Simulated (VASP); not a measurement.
# KF (Carobbiite) (Fm-3m) in VASP: single point with RPBE

Aim: the single point of KF (Carobbiite) with RPBE.

Everything below comes from runs of VASP 6.6.1. Logs are shortened: lines on timing, memory, paths and dates and some standing lists are left out, and cuts for length are marked.

### Step 1. The cell of the first run

The structure is cubic, space group Fm-3m (No. 225). The conventional cell has a = 5.344 Å, b = 5.344 Å, c = 5.344 Å, α = 90.00°, β = 90.00°, γ = 90.00°. Within 3.5 Å of K (site symmetry m-3m) lie 6 F at 2.67 Å. F (site symmetry m-3m) has 6 K at 2.67 Å within 3.5 Å.

### Step 2. Single point, RPBE

Input file INCAR:

```
  ALGO = Normal
  EDIFF = 1E-6
  ENCUT = 600
  GGA = RP
  GGA_COMPAT = F
  ISIF = 2
  ISMEAR = 0
  LASPH = T
  LCHARG = T
  LELF = T
  LREAL = F
  LVHAR = T
  LWAVE = F
  NBANDS = 15
  NELM = 120
  PREC = Accurate
  SIGMA = 0.01
```

Input file KPOINTS:

```
k-points
0
Gamma
  4 4 4
```

Input file POSCAR:

```
KF
1.0
    0.0000000000      2.6718500000      2.6718500000
    2.6718500000      0.0000000000      2.6718500000
    2.6718500000      2.6718500000      0.0000000000
K F
1 1
Direct
    0.0000000000      0.0000000000      0.0000000000
    0.5000000000      0.5000000000      0.5000000000
```

Potentials or basis: VASP PAW PBE potentials, release 64 (K_sv, F).

Started as:

```sh
$ cat potpaw_PBE.64/K_sv/POTCAR potpaw_PBE.64/F/POTCAR > POTCAR
$ mpirun -np 1 vasp_std > vasp.out
```

OUTCAR:

```text
EDIFF = 1E-6
   ENCUT = 600
   GGA = RP
   ISIF = 2
   ISMEAR = 0
   LASPH = T
   LREAL = F
   NELM = 120
   PREC = Accurate

 ion  position               nearest neighbor table
   1  0.000  0.000  0.000-   2 2.67   2 2.67   2 2.67   2 2.67   2 2.67   2 2.67
   2  0.500  0.500  0.500-   1 2.67   1 2.67   1 2.67   1 2.67   1 2.67   1 2.67

  LATTYP: Found a face centered cubic cell.
 ALAT       =     5.3437000000

  Lattice vectors:

 A1 = (   0.0000000000,   2.6718500000,   2.6718500000)
 A2 = (   2.6718500000,   0.0000000000,   2.6718500000)
 A3 = (   2.6718500000,   2.6718500000,   0.0000000000)

Analysis of symmetry for initial positions (statically):
=====================================================================
 Subroutine PRICEL returns:
 Original cell was already a primitive cell.

 Routine SETGRP: Setting up the symmetry group for a
 face centered cubic supercell.

 Subroutine GETGRP returns: Found 48 space group operations
 (whereof 48 operations were pure point group operations)
 out of a pool of 48 trial point group operations.

The static configuration has the point symmetry O_h .

Analysis of symmetry for dynamics (positions and initial velocities):
=====================================================================
 Subroutine PRICEL returns:
 Original cell was already a primitive cell.

 Routine SETGRP: Setting up the symmetry group for a
 face centered cubic supercell.

 Subroutine GETGRP returns: Found 48 space group operations
 (whereof 48 operations were pure point group operations)
 out of a pool of 48 trial point group operations.

The dynamic configuration has the point symmetry O_h .

 Subroutine INISYM returns: Found 48 space group operations
 (whereof 48 operations are pure point group operations),
 and found     1 'primitive' translations

----------------------------------------------------------------------------------------

                                     Primitive cell

  volume of cell :      38.1475

  direct lattice vectors                    reciprocal lattice vectors
     0.000000000  2.671850000  2.671850000    -0.187136254  0.187136254  0.187136254
     2.671850000  0.000000000  2.671850000     0.187136254 -0.187136254  0.187136254
     2.671850000  2.671850000  0.000000000     0.187136254  0.187136254 -0.187136254

  length of vectors
     3.778566507  3.778566507  3.778566507     0.324129500  0.324129500  0.324129500

[... 63 lines left out ...]
   EDIFF  = 0.1E-05   stopping-criterion for ELM
   LREAL  =      F    real-space projection
   EDIFFG = 0.1E-04   stopping-criterion for IOM
   NSW    =      0    number of steps for IOM
   IBRION =     -1    ionic relax: 0-MD 1-quasi-New 2-CG
[... 8 lines left out ...]
   EMIN   =  10.00;   EMAX   =-10.00  energy-range for DOS
   EFERMI =   0.00;   METHOD = LEGACY
   ISMEAR =     0;   SIGMA  =   0.01  broadening in eV -4-tet -1-fermi 0-gaus
   EFERMI_NEDOS =   21; number of points for ismear=-14 and -15
   IALGO  =     38    algorithm
   IMIX   =      4    mixing-type and parameters
     AMIX     =   0.40;   BMIX     =  1.00
     AMIX_MAG =   1.60;   BMIX_MAG =  1.00
  volume/ion in A,a.u.               =      19.07       128.72
  Fermi-wavevector in a.u.,A,eV,Ry     =   1.225442  2.315750 20.431978  1.501708
  Thomas-Fermi vector in A             =   2.360480
   LORBIT       =      0    0 simple, 1 ext, 2 COOP (PROOUT), +10 PAW based schemes
   GGA     = RP    functional components
   LHFCALC =     F    Hartree Fock is set to
   AEXX    =    0.0000 exact exchange contribution
   IVDW    =     0    specifies the selected vdW correction
   LEPSILON=     F    determine dielectric tensor
   LRPA    =     F    only Hartree local field effects (RPA)
 non-spin polarized calculation
 Gauss-broadening in eV      SIGMA  =   0.01
  energy-cutoff  :      600.00
  volume of cell :       38.15
 maximum number of plane-waves:      1287
   NGX = 15   NGY = 15   NGZ = 15

 number of electron      15.9999997 magnetization

 Free energy of the ion-electron system (eV)
  ---------------------------------------------------
  ext. energy  EPLUGINS =         0.00000000
  ---------------------------------------------------
  free energy    TOTEN  =        -7.85806384 eV

  energy without entropy =       -7.85806384  energy(sigma->0) =       -7.85806384

 E-fermi :  -2.4432     XC(G=0):  -7.9628

 val. band max:       -2.5768794951   @ k =   0.0000   0.0000   0.0000
 cond. band min:       3.9272420001   @ k =   0.0000   0.0000   0.0000
 fundamental gap:      6.5041214952
 Fermi energy:        -2.4431571369

 k-point     1 :       0.0000    0.0000    0.0000
  band No.  band energies     occupation
      1     -28.8957      2.00000
      2     -21.3573      2.00000
      3     -12.1091      2.00000
      4     -12.1091      2.00000
      5     -12.1091      2.00000
      6      -2.5769      2.00000
      7      -2.5769      2.00000
      8      -2.5769      2.00000
      9       3.9272      0.00000
     10       8.2114      0.00000
     11       8.2114      0.00000
     12       8.2114      0.00000
     13       9.8161      0.00000
     14       9.8161      0.00000
[... 113 lines left out ...]
      2     -21.3968      2.00000
      3     -12.4746      2.00000
      4     -12.4746      2.00000
      5     -12.1920      2.00000
      6      -2.9674      2.00000
      7      -2.7361      2.00000
      8      -2.7361      2.00000
      9       7.3828      0.00000
     10       7.3828      0.00000
     11       8.7214      0.00000
     12      10.9055      0.00000
     13      11.6011      0.00000
     14      12.5295      0.00000
     15      13.7192      0.00000

------------------------ aborting loop because EDIFF is reached ----------------------------------------

  FORCE on cell =-STRESS in cart. coord.  units (eV):
  Direction    XX          YY          ZZ          XY          YZ          ZX
  --------------------------------------------------------------------------------------
  -------------------------------------------------------------------------------------
  Total        0.9644474      0.9644474      0.9644474     -0.0000000     -0.0000000      0.0000000
  in kB       40.5063311     40.5063311     40.5063311     -0.0000000     -0.0000000      0.0000000
  external PRESSURE =      40.5063311 kB  Pullay stress =       0.0000000 kB

 VOLUME and BASIS-vectors are now :
 -----------------------------------------------------------------------------
  energy-cutoff  :      600.00
  volume of cell :       38.15
      direct lattice vectors                 reciprocal lattice vectors
     0.000000000  2.671850000  2.671850000    -0.187136254  0.187136254  0.187136254
     2.671850000  0.000000000  2.671850000     0.187136254 -0.187136254  0.187136254
     2.671850000  2.671850000  0.000000000     0.187136254  0.187136254 -0.187136254

 POSITION                                       TOTAL-FORCE (eV/Angst)
 -----------------------------------------------------------------------------------
      0.00000      0.00000      0.00000         0.000000      0.000000     -0.000000
      2.67185      2.67185      2.67185        -0.000000     -0.000000      0.000000
 -----------------------------------------------------------------------------------
    total drift:                                0.000000      0.000000      0.000000

  FREE ENERGIE OF THE ION-ELECTRON SYSTEM (eV)
  ---------------------------------------------------
  free  energy   TOTEN  =        -7.8580638393 eV

  energy  without entropy=       -7.8580638393  energy(sigma->0) =       -7.85806384
```

OSZICAR:

```text
N       E                     dE             d eps       ncg     rms          rms(c)
DAV:   1     0.114155626766E+03    0.11416E+03   -0.87303E+03   240   0.115E+03
DAV:   2    -0.456173557511E+01   -0.11872E+03   -0.10577E+03   303   0.292E+02
DAV:   3    -0.903356436792E+01   -0.44718E+01   -0.44531E+01   333   0.499E+01
DAV:   4    -0.911881763028E+01   -0.85253E-01   -0.85244E-01   300   0.666E+00
DAV:   5    -0.912185351899E+01   -0.30359E-02   -0.30359E-02   335   0.795E-01    0.642E+00
DAV:   6    -0.784640936359E+01    0.12754E+01   -0.36754E+00   247   0.149E+01    0.372E+00
DAV:   7    -0.783657728523E+01    0.98321E-02   -0.63255E-02   282   0.229E+00    0.210E+00
DAV:   8    -0.785354070215E+01   -0.16963E-01   -0.65152E-02   261   0.257E+00    0.202E-01
DAV:   9    -0.785669657130E+01   -0.31559E-02   -0.52962E-03   275   0.607E-01    0.144E-01
DAV:  10    -0.785787038197E+01   -0.11738E-02   -0.93851E-04   247   0.266E-01    0.610E-02
DAV:  11    -0.785805314002E+01   -0.18276E-03   -0.22224E-04   254   0.139E-01    0.195E-02
DAV:  12    -0.785806288678E+01   -0.97468E-05   -0.18457E-05   268   0.431E-02    0.582E-03
DAV:  13    -0.785806383928E+01   -0.95250E-06   -0.58720E-06   254   0.227E-02
   1 F= -.78580638E+01 E0= -.78580638E+01  d E =-.579567E-81
```

Run time: 7.6 s. Hardware: 1 thread of Intel Xeon Platinum 8488C (Sapphire Rapids), shared host; peak memory 0.16 GiB.

Results:

| Property | Result |
| --- | --- |
| Free energy | -7.8581 eV |
| Pressure | 4.1 GPa |
| Band gap on the k mesh | 6.50 eV, direct |

Caveat: the k points lie up to 0.51 Å⁻¹ apart; the PAW data sets were made with another functional, which shifts forces and pressure a little.
